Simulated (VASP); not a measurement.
## InP: single point with PBE

The system is InP.

```
CELL_PARAMETERS angstrom
0.00000 2.73330 2.84537
2.73330 0.00000 2.84537
2.73330 2.73330 0.00000
ATOMIC_POSITIONS crystal
In 0.00000 0.00000 0.00000
P 0.50000 0.50000 0.50000
```

This cell differs from its parent crystal: volume 21.258 Å^3 an atom, c/a of the conventional cell 1.0410.

```yaml
Program: VASP 6.6.1
Task: single point
Functional: PBE
Potentials_or_basis: VASP PAW PBE potentials, release 64 (In_d, P)
Cutoff: 520 eV
k_mesh: 20 × 20 × 20
Occupations: gaussian, width 0.15 eV
Spin: no spin polarisation
```

```yaml
Pressure: 0.2 GPa
Band_gap_on_the_k_mesh: zero (band 9 reaches 7.38 eV, above the bottom of band 10 at 4.81 eV)
```

Stress tensor (GPa, compression positive):
```
 1.49  0.00  0.00
 0.00  1.49  0.00
 0.00  0.00 -2.45
```

Levels at points of the mesh, in eV from the Fermi level:
```
           k point  band 5  band 6  band 7  band 8  band 9  band 10  band 11  band 12  band 13  band 14
(0.00, 0.00, 0.00)  -14.21  -12.01   -0.42   -0.42   -0.06     0.52     6.90     7.20     7.20     7.68
(0.50, 0.00, 0.00)  -14.13   -9.95   -6.64    0.03    0.23     2.41     3.32     3.57     5.21    11.08
(0.50, 0.50, 0.00)  -14.10   -9.11   -4.94   -2.23   -2.23    -2.23     3.96     9.89    10.00    10.00
(0.50, 0.00, 0.50)  -14.09   -8.72   -4.95   -2.64   -2.63    -2.16     3.79     9.18    10.24    10.38
```

It took 5.2 min on 1 thread of Intel(R) Xeon(R) Platinum 8488C (Sapphire Rapids), with other jobs on the host, peak memory 0.52 GiB.

Caveat: spin-orbit coupling is left out, which moves the levels of the heavy elements.
